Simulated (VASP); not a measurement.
MgSi3N2, 6 atoms in the cell. It takes space group R-3m (No. 166, trigonal). The conventional cell has a = 4.738 Å, b = 4.738 Å, c = 14.686 Å, α = 90.00°, β = 90.00°, γ = 120.00°. Within 3.8 Å of Mg (site symmetry -3m) lie 6 Si at 2.80 Å and 8 N at 2.96 to 3.75 Å. Within 2.5 Å of Si (site symmetry 2/m) lie 2 N at 1.89 Å and 4 Si at 2.37 Å. N (site symmetry 3m) has 3 Si at 1.89 Å within 2.5 Å. The cell was generated, and may not be a known phase.

```yaml
Program: VASP 6.6.1
Task: single point
Functional: PBE
Potentials_or_basis: VASP PAW PBE potentials, release 64 (Mg, Si, N)
Cutoff: 520 eV
k_mesh: 12 × 12 × 12
Occupations: gaussian, width 0.1 eV
Spin: no spin polarisation
Dipole_correction: no
Further_INCAR_settings: ALGO = Normal; EDIFF = 1e-06; NBANDS = 21
```

Potentials or basis: VASP PAW PBE potentials, release 64 (Mg, Si, N).

Command:

```sh
$ cat potpaw_PBE.64/Mg/POTCAR potpaw_PBE.64/Si/POTCAR potpaw_PBE.64/N/POTCAR > POTCAR
$ mpirun -np 1 vasp_std > vasp.out
```

Hardware: 1 thread of Intel(R) Xeon(R) 6975P-C (Granite Rapids), on a shared host.

Q: How long does it take, and how much memory?

A: Wall time 3.1 min on 1 thread of Intel(R) Xeon(R) 6975P-C (Granite Rapids), on a shared host, peak memory 0.51 GiB. Counts: scf iterations 14, k points 189.
